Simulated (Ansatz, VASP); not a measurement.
## One calculation of Ru, two programs

```
Ru
1.0
     0.00000    2.13025    1.56424
     2.13025    0.00000    1.56424
     2.13025    2.13025    0.00000
Ru
1
Direct
  0.00000 0.00000 0.00000
```

Alike in both runs: task single point; functional PBE; k mesh 22 × 22 × 22; occupations gaussian, width 0.15 eV; no spin polarisation.

|  | VASP | Ansatz |
| --- | --- | --- |
| version | VASP 6.6.1 | Ansatz 0.2.0 |
| potentials or method | VASP PAW PBE potentials, release 64 (Ru_pv), cutoff 520 eV | scalar-relativistic, plane waves, PAW |
| valence electrons in the cell | 14 | 16 |

VASP gave:

| Property | Result |
| --- | --- |
| gap on the k mesh at the Fermi level (eV) | none |
| pressure (GPa) | 0.4 |
| traceless stress, the component that is largest in VASP (GPa) | 10.90 |

**Question.** Which values does Ansatz return?

**Answer.** gap on the k mesh at the Fermi level (eV): none; pressure (GPa): 0.5; traceless stress, the component that is largest in VASP (GPa): 10.91.

A gap of «none» marks a metal or a gap that the smearing closes. The functional is the same, so the differences come from potentials, cutoffs and numerics. VASP's potentials hold 14 valence electrons a cell and Ansatz's 16, so a difference there can come from the potentials and not from the codes.
